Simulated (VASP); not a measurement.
Input of a VASP 6.6.1 run:

Contents of INCAR:

```
SYSTEM = I
PREC     = Accurate       ! precision mode
ENCUT    = 520            ! plane-wave cutoff, eV
EDIFF    = 1E-7           ! SCF threshold, eV
ISMEAR   = 0              ! smearing method
SIGMA    = 0.027000000000000003 ! smearing width, eV
LREAL    = .FALSE.        ! projectors in reciprocal space
LASPH    = .TRUE.         ! aspherical terms in the spheres
NELM     = 100            ! most SCF steps
ALGO     = Normal         ! electronic algorithm
ISIF     = 2              ! what is computed and relaxed
LWAVE    = .FALSE.        ! write WAVECAR
LCHARG   = .FALSE.        ! write CHGCAR
GGA      = PE             ! functional
NBANDS   = 22             ! bands
```

File KPOINTS:

```
regular mesh
0
G
  7 7 3
  0 0 0
```

POSCAR

```
I
1.0
    3.6350350000     -2.3950200000      0.0000000000
    3.6350350000      2.3950200000      0.0000000000
    0.0000000000      0.0000000000      9.7934400000
I
4
Direct
    0.6493000000      0.3507000000      0.3844000000
    0.1493000000      0.8507000000      0.1156000000
    0.3507000000      0.6493000000      0.6156000000
    0.8507000000      0.1493000000      0.8844000000
```

Potentials or basis: VASP PAW PBE potentials, release 64 (I).

Command:

```sh
$ cat potpaw_PBE.64/I/POTCAR > POTCAR
$ mpirun -np 1 vasp_std > vasp.out
```

Q: Predict the pressure.

A: 1.7 GPa.

Q: What does it give for the band gap on the k mesh?

A: 1.33 eV (least direct gap 1.41 eV).

Q: Estimate the largest force.

A: 0.844 eV/Å.

Forces on the atoms (eV/Å):
```
I    0.000 -0.394 -0.746
I    0.000 -0.394  0.746
I    0.000  0.394  0.746
I    0.000  0.394 -0.746
```

Caveat: this functional lacks dispersion, which holds the molecules together, so the pressure and a relaxed volume are unreliable; spin-orbit coupling is left out, which moves the levels of the heavy elements. A k mesh can miss the band edges.
